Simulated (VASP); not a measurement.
# Cs (P6_3/mmc) in VASP: a series of runs

Runs on Cs. Level: PBEsol. Tasks: single point.

Everything below comes from runs of VASP 6.6.1. Logs are shortened: lines on timing, memory, paths and dates and some standing lists are left out, and cuts for length are marked.

### 1 The cell of the first run

The structure is hexagonal, space group P6_3/mmc (No. 194). The conventional cell has a = 5.252 Å, b = 5.252 Å, c = 8.508 Å, α = 90.00°, β = 90.00°, γ = 120.00°.

This isn't the form of Cs at room conditions, which is bcc.

### 2 Single point, PBEsol (101.61 Å³/atom)

The input, POSCAR:

```
Cs
1.0
    5.2518221549      0.0000000000      0.0000000000
   -2.6259110775      4.5482114023      0.0000000000
    0.0000000000      0.0000000000      8.5079518910
Cs
2
Direct
    0.3333333333      0.6666666667      0.2500000000
    0.6666666667      0.3333333333      0.7500000000
```

The input, INCAR.step1:

```
PREC = Accurate
ENCUT = 520
EDIFF = 1E-7
ISMEAR = -1
SIGMA = 0.08
LREAL = False
LASPH = True
NELM = 80
ALGO = Normal
ISIF = 2
LWAVE = False
LCHARG = True
GGA = PS
NBANDS = 16
```

The input, KPOINTS.step1:

```
regular mesh
0
Gamma
  8 8 5
```

The input, INCAR.step2:

```
PREC = Accurate
ENCUT = 520
EDIFF = 1E-7
ISMEAR = -5
SIGMA = 0.08
LREAL = False
LASPH = True
NELM = 80
ALGO = Normal
ISIF = 2
LWAVE = False
LCHARG = False
GGA = PS
LORBIT = 11
NEDOS = 2001
ICHARG = 11
```

The input, KPOINTS.step2:

```
regular mesh
0
Gamma
  12 12 8
```

Potentials or basis: VASP PAW PBE potentials, release 64 (Cs_sv).

Command:

```console
$ cat potpaw_PBE.64/Cs_sv/POTCAR > POTCAR
$ cp INCAR.step1 INCAR
$ cp KPOINTS.step1 KPOINTS
$ mpirun -np 1 vasp_std > vasp.out
$ cp INCAR.step2 INCAR
$ cp KPOINTS.step2 KPOINTS
$ mpirun -np 1 vasp_std > vasp.out
```

OUTCAR:

```text
PREC = Accurate
   ENCUT = 520
   EDIFF = 1E-7
   ISMEAR = -5
   LREAL = False
   LASPH = True
   NELM = 80
   ISIF = 2
   GGA = PS
   LORBIT = 11
   ICHARG = 11

 ion  position               nearest neighbor table
   1  0.333  0.667  0.250-
   2  0.667  0.333  0.750-

  LATTYP: Found a hexagonal cell.
 ALAT       =     5.2518221549
 C/A-ratio  =     1.6200000000

  Lattice vectors:

 A1 = (   5.2518221549,   0.0000000000,   0.0000000000)
 A2 = (  -2.6259110775,   4.5482114023,   0.0000000000)
 A3 = (   0.0000000000,   0.0000000000,   8.5079518910)

Analysis of symmetry for initial positions (statically):
=====================================================================
 Subroutine PRICEL returns:
 Original cell was already a primitive cell.

 Routine SETGRP: Setting up the symmetry group for a
 hexagonal supercell.

 Subroutine GETGRP returns: Found 24 space group operations
 (whereof 12 operations were pure point group operations)
 out of a pool of 24 trial point group operations.

The static configuration has the point symmetry D_3d.
 The point group associated with its full space group is D_6h.

Analysis of symmetry for dynamics (positions and initial velocities):
=====================================================================
 Subroutine PRICEL returns:
 Original cell was already a primitive cell.

 Routine SETGRP: Setting up the symmetry group for a
 hexagonal supercell.

 Subroutine GETGRP returns: Found 24 space group operations
 (whereof 12 operations were pure point group operations)
 out of a pool of 24 trial point group operations.

The dynamic configuration has the point symmetry D_3d.
 The point group associated with its full space group is D_6h.

 Subroutine INISYM returns: Found 24 space group operations
 (whereof 12 operations are pure point group operations),
 and found     1 'primitive' translations

----------------------------------------------------------------------------------------

                                     Primitive cell

  volume of cell :     203.2243

  direct lattice vectors                    reciprocal lattice vectors
     5.251822155  0.000000000  0.000000000     0.190410103  0.109933325  0.000000000
    -2.625911078  4.548211402  0.000000000     0.000000000  0.219866649  0.000000000
     0.000000000  0.000000000  8.507951891     0.000000000  0.000000000  0.117537101

  length of vectors
     5.251822155  5.251822155  8.507951891     0.219866649  0.219866649  0.117537101

  position of ions in fractional coordinates (direct lattice)
     0.333333333  0.666666667  0.250000000
     0.666666667  0.333333333  0.750000000

  ion indices of the primitive-cell ions
   primitive index   ion index
                 1           1
                 2           2

----------------------------------------------------------------------------------------

 KPOINTS: regular mesh

Automatic generation of k-mesh.
 Grid dimensions read from file:
 generate k-points for:   12   12    8

 Generating k-lattice:

  Cartesian coordinates                     Fractional coordinates (reciprocal lattice)
     0.015867509  0.009161110  0.000000000     0.083333333 -0.000000000  0.000000000
     0.000000000  0.018322221  0.000000000     0.000000000  0.083333333  0.000000000
     0.000000000  0.000000000  0.014692138     0.000000000  0.000000000  0.125000000

  Length of vectors
     0.018322221  0.018322221  0.014692138

  Shift w.r.t. Gamma in fractional coordinates (k-lattice)
     0.000000000  0.000000000  0.000000000

 TETIRR: Found   1172 inequivalent tetrahedra from     6912

 Subroutine IBZKPT returns following result:
 ===========================================

 Found     95 irreducible k-points:

 Following reciprocal coordinates:
            Coordinates               Weight
  0.000000  0.000000  0.000000      1.000000
  0.083333 -0.000000  0.000000      6.000000
  0.166667 -0.000000  0.000000      6.000000
  0.250000 -0.000000  0.000000      6.000000
  0.333333  0.000000  0.000000      6.000000
  0.416667 -0.000000  0.000000      6.000000
[... 16 lines left out ...]
  0.250000 -0.000000  0.125000     12.000000
  0.333333  0.000000  0.125000     12.000000
 [... further k-points ...]
   k-points           NKPTS =     95   k-points in BZ     NKDIM =     95   number of bands    NBANDS=     13
   number of dos      NEDOS =   2001   number of ions     NIONS =      2
   total plane-waves  NPLWV = 102400
   dimension x,y,z NGX =    40 NGY =   40 NGZ =   64
   dimension x,y,z NGXF=    80 NGYF=   80 NGZF=  128
   ions per type =               2
   NGX,Y,Z   is equivalent  to a cutoff of  12.66, 12.66, 12.51 a.u.
   NGXF,Y,Z  is equivalent  to a cutoff of  25.32, 25.32, 25.01 a.u.
 SYSTEM =  unknown system
   PREC   = accura    normal or accurate (medium, high low for compatibility)
   ISTART =      0    job   : 0-new  1-cont  2-samecut
   ICHARG =     11    charge: 1-file 2-atom 10-const
   ISPIN  =      1    spin polarized calculation?
   LNONCOLLINEAR =      F non collinear calculations
   LSORBIT =      F    spin-orbit coupling
   LASPH  =      T    aspherical Exc in radial PAW
   ENCUT  =  520.0 eV  38.22 Ry    6.18 a.u.   9.76  9.76 15.82*2*pi/ulx,y,z
   NELM   =     80;   NELMIN=  2; NELMDL=  0     # of ELM steps
   EDIFF  = 0.1E-06   stopping-criterion for ELM
   LREAL  =      F    real-space projection
   EDIFFG = 0.1E-05   stopping-criterion for IOM
   NSW    =      0    number of steps for IOM
   IBRION =     -1    ionic relax: 0-MD 1-quasi-New 2-CG
   NFREE  =      0    steps in history (QN), initial steepest desc. (CG)
   ISIF   =      2    stress and relaxation
   ISYM   =      2    0-nonsym 1-usesym 2-fastsym
   POTIM  = 0.5000    time-step for ionic-motion
   TEBEG  =    0.0;   TEEND  =   0.0 temperature during run
   PSTRESS=    0.0 pullay stress
   NELECT =      18.0000    total number of electrons
   NUPDOWN=      -1.0000    fix difference up-down
   EMIN   =  10.00;   EMAX   =-10.00  energy-range for DOS
   EFERMI =   0.00;   METHOD = LEGACY
   ISMEAR =    -5;   SIGMA  =   0.08  broadening in eV -4-tet -1-fermi 0-gaus
   EFERMI_NEDOS =   21; number of points for ismear=-14 and -15
   IALGO  =     38    algorithm
   IMIX   =      4    mixing-type and parameters
     AMIX     =   0.40;   BMIX     =  1.00
     AMIX_MAG =   1.60;   BMIX_MAG =  1.00
  volume/ion in A,a.u.               =     101.61       685.71
  Fermi-wavevector in a.u.,A,eV,Ry     =   0.729749  1.379026  7.245568  0.532534
  Thomas-Fermi vector in A             =   1.821549
   LORBIT       =     11    0 simple, 1 ext, 2 COOP (PROOUT), +10 PAW based schemes
   GGA     = PS    functional components
   LHFCALC =     F    Hartree Fock is set to
   AEXX    =    0.0000 exact exchange contribution
   IVDW    =     0    specifies the selected vdW correction
   LEPSILON=     F    determine dielectric tensor
   LRPA    =     F    only Hartree local field effects (RPA)
 non-spin polarized calculation
 Fermi weights with tetrahedron method with Bloechl corrections
  energy-cutoff  :      520.00
  volume of cell :      203.22
 maximum number of plane-waves:      5512
 NGX is ok and might be reduce to    40

 number of electron      17.9999999 magnetization

 Free energy of the ion-electron system (eV)
  ---------------------------------------------------
  ext. energy  EPLUGINS =         0.00000000
  ---------------------------------------------------
  free energy    TOTEN  =        -1.87787723 eV

  energy without entropy =       -1.87787723  energy(sigma->0) =       -1.87787723

 E-fermi :   0.6878     XC(G=0):  -5.8084

 val. band max:        0.6882561017   @ k =   0.4167  -0.0000   0.5000
 cond. band min:       0.6882561018   @ k =   0.4167  -0.0000   0.5000
 fundamental gap:      0.0000000001
 Fermi energy:         0.6878269756

 k-point     1 :       0.0000    0.0000    0.0000
  band No.  band energies     occupation
      1     -23.0795      2.00000
      2     -23.0681      2.00000
      3      -9.9876      2.00000
      4      -9.8072      2.00000
      5      -9.8072      2.00000
      6      -9.7782      2.00000
      7      -9.7782      2.00000
      8      -9.7749      2.00000
      9      -1.1204      2.00000
     10       0.6200      2.04534
     11       1.6165      0.00000
     12       3.1369      0.00000
     13       3.1389      0.00000

 k-point     2 :       0.0833   -0.0000    0.0000
  band No.  band energies     occupation
      1     -23.0789      2.00000
      2     -23.0678      2.00000
      3      -9.9829      2.00000
      4      -9.8177      2.00000
      5      -9.8106      2.00000
      6      -9.7892      2.00000
      7      -9.7797      2.00000
      8      -9.7767      2.00000
      9      -1.0469      2.00000
     10       0.6986      0.93791
     11       1.5987      0.00000
     12       2.8712      0.00000
     13       3.2061      0.00000

 k-point     3 :       0.1667   -0.0000    0.0000
  band No.  band energies     occupation
      1     -23.0771      2.00000
      2     -23.0670      2.00000
      3      -9.9696      2.00000
      4      -9.8465      2.00000
      5      -9.8195      2.00000
      6      -9.8186      2.00000
      7      -9.7843      2.00000
      8      -9.7822      2.00000
      9      -0.8339      2.00000
     10       0.9196     -0.07809
     11       1.5533      0.00000
     12       2.4921      0.00000
     13       3.0111      0.00000

 k-point     4 :       0.2500   -0.0000    0.0000
  band No.  band energies     occupation
      1     -23.0746      2.00000
      2     -23.0660      2.00000
      3      -9.9495      2.00000
      4      -9.8860      2.00000
      5      -9.8573      2.00000
      6      -9.8313      2.00000
      7      -9.7916      2.00000
      8      -9.7909      2.00000
      9      -0.5027      2.00000
     10       1.2236      0.00000
     11       1.4989      0.00000
     12       2.1158      0.00000
     13       2.7176      0.00000

 k-point     5 :       0.3333    0.0000    0.0000
  band No.  band energies     occupation
      1     -23.0718      2.00000
      2     -23.0652      2.00000
      3      -9.9260      2.00000
      4      -9.9255      2.00000
      5      -9.8944      2.00000
      6      -9.8427      2.00000
      7      -9.8043      2.00000
      8      -9.7977      2.00000
      9      -0.0882      2.00000
     10       1.4370      0.00000
     11       1.4528      0.00000
     12       1.8048      0.00000
     13       2.6176      0.00000
[... 257 lines left out ...]
 k-point    22 :       0.1667   -0.0000    0.1250
  band No.  band energies     occupation
      1     -23.0767      2.00000
      2     -23.0674      2.00000
      3      -9.9638      2.00000
      4      -9.8445      2.00000
      5      -9.8236      2.00000
      6      -9.8182      2.00000
      7      -9.7856      2.00000
      8      -9.7855      2.00000
      9      -0.7892      2.00000
     10       0.7795      0.29180
     11       1.6451      0.00000
     12       2.5092      0.00000
     13       3.0176      0.00000

 k-point    23 :       0.2500   -0.0000    0.1250
  band No.  band energies     occupation
      1     -23.0742      2.00000
      2     -23.0664      2.00000
      3      -9.9477      2.00000
      4      -9.8816      2.00000
      5      -9.8617      2.00000
      6      -9.8297      2.00000
      7      -9.7936      2.00000
      8      -9.7924      2.00000
      9      -0.4621      2.00000
     10       1.0429     -0.05840
     11       1.6183      0.00000
     12       2.1368      0.00000
     13       2.7615      0.00000

 k-point    24 :       0.3333    0.0000    0.1250
  band No.  band energies     occupation
      1     -23.0716      2.00000
      2     -23.0655      2.00000
      3      -9.9416      2.00000
      4      -9.9085      2.00000
      5      -9.8954      2.00000
      6      -9.8410      2.00000
      7      -9.8047      2.00000
      8      -9.7994      2.00000
      9      -0.0548      2.00000
     10       1.2211      0.00000
     11       1.6109      0.00000
     12       1.8262      0.00000
     13       2.6227      0.00000

 [... further k-points ...]

------------------------ aborting loop because EDIFF is reached ----------------------------------------

  FORCE on cell =-STRESS in cart. coord.  units (eV):
  Direction    XX          YY          ZZ          XY          YZ          ZX
  --------------------------------------------------------------------------------------
  -------------------------------------------------------------------------------------
  Total        0.1917346      0.1917346      0.1963707     -0.0000000      0.0000000      0.0000000
  in kB        1.5115946      1.5115946      1.5481451     -0.0000000      0.0000000      0.0000000
  external PRESSURE =       1.5237781 kB  Pullay stress =       0.0000000 kB

 VOLUME and BASIS-vectors are now :
 -----------------------------------------------------------------------------
  energy-cutoff  :      520.00
  volume of cell :      203.22
      direct lattice vectors                 reciprocal lattice vectors
     5.251822155  0.000000000  0.000000000     0.190410103  0.109933325  0.000000000
    -2.625911078  4.548211402  0.000000000     0.000000000  0.219866649  0.000000000
     0.000000000  0.000000000  8.507951891     0.000000000  0.000000000  0.117537101

 POSITION                                       TOTAL-FORCE (eV/Angst)
 -----------------------------------------------------------------------------------
     -0.00000      3.03214      2.12699        -0.000000      0.000000      0.000000
      2.62591      1.51607      6.38096         0.000000     -0.000000      0.000000
 -----------------------------------------------------------------------------------
    total drift:                               -0.000000      0.000000     -0.000000

  FREE ENERGIE OF THE ION-ELECTRON SYSTEM (eV)
  ---------------------------------------------------
  free  energy   TOTEN  =        -1.8778772289 eV

  energy  without entropy=       -1.8778772289  energy(sigma->0) =       -1.87787723

 total charge

# of ion       s       p       d       tot
------------------------------------------
    1        1.869   4.667   0.012   6.548
    2        1.869   4.667   0.012   6.548
--------------------------------------------------
tot          3.737   9.334   0.024  13.096
```

Wall time 84 s (1 thread of Intel Xeon 6975P-C (Granite Rapids), shared host); peak memory 0.41 GiB.

Results:

```yaml
Valence_electrons_inside_the_program's_atomic_spheres: Cs 6.55
```

Caveat: the PAW data sets were made with another functional, which shifts forces and pressure a little; spin-orbit coupling is left out, which moves the levels of the heavy elements.

(Part 1 of 2 ends here.)
